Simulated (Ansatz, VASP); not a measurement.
**InP in VASP and in Ansatz**

File INCAR:

```
PREC = Accurate ; ENCUT = 520
EDIFF = 1E-6 ; ISMEAR = -1
SIGMA = 0.05 ; LREAL = False
LASPH = True ; NELM = 80
ALGO = Normal ; ISIF = 2
LWAVE = False ; LCHARG = False
GGA = PE ; ALDAC = 0.0
AGGAC = 0.0 ; NBANDS = 16
```

Contents of KPOINTS:

```
Automatic mesh
0
Gamma
  8 8 8
```

The input POSCAR:

```
InP
1.0
    0.0000000000      2.9879753761      2.9879753761
    2.9879753761      0.0000000000      2.9879753761
    2.9879753761      2.9879753761      0.0000000000
In P
1 1
Direct
    0.0000000000      0.0000000000      0.0000000000
    0.7500000000      0.7500000000      0.7500000000
```

input.yaml

```yaml
crystal:
  lattice:
    - [0.0, 2.9879753761, 2.9879753761]
    - [2.9879753761, 0.0, 2.9879753761]
    - [2.9879753761, 2.9879753761, 0.0]
  atoms:
    - { symbol: In, position: [0.0, 0.0, 0.0] }
    - { symbol: P, position: [0.75, 0.75, 0.75] }
hamiltonian:
  xc: { exchange: pbe, correlation: none }
  pseudopotentials: { kind: paw }
kpoints:
  mp_grid: { grid: [8, 8, 8] }
scf:
  occupations: { method: fermi_dirac, width: 0.05 }
output:
  forces: true
  stress: true
  eigenvalues: true
  write_density: true
  write_potential: true
  elf: true
  volumetric_format: npy
```

Alike in both runs: task single point; functional PBE exchange alone; k mesh 8 × 8 × 8; occupations fermi-dirac, width 0.05 eV; no spin polarisation.

```csv
,VASP,Ansatz
version,VASP 6.6.1,Ansatz 0.2.0
potentials or method,"VASP PAW PBE potentials, release 64 (In_d, P)",Ansatz PAW
plane-wave cutoff (eV),520,420
valence electrons in the cell,18,18
```

Ansatz gave:

| Property | Result |
| --- | --- |
| gap on the k mesh at the Fermi level (eV) | 0.35 |
| least direct gap on the mesh (eV) | 0.35 |
| pressure (GPa) | 7.7 |

Q: Which values does VASP return?

A: gap on the k mesh at the Fermi level (eV): 0.35; least direct gap on the mesh (eV): 0.35; pressure (GPa): 7.6.

VASP's potentials were made for PBE, not for PBE exchange alone. The functional is the same, so the differences come from potentials, cutoffs and numerics.
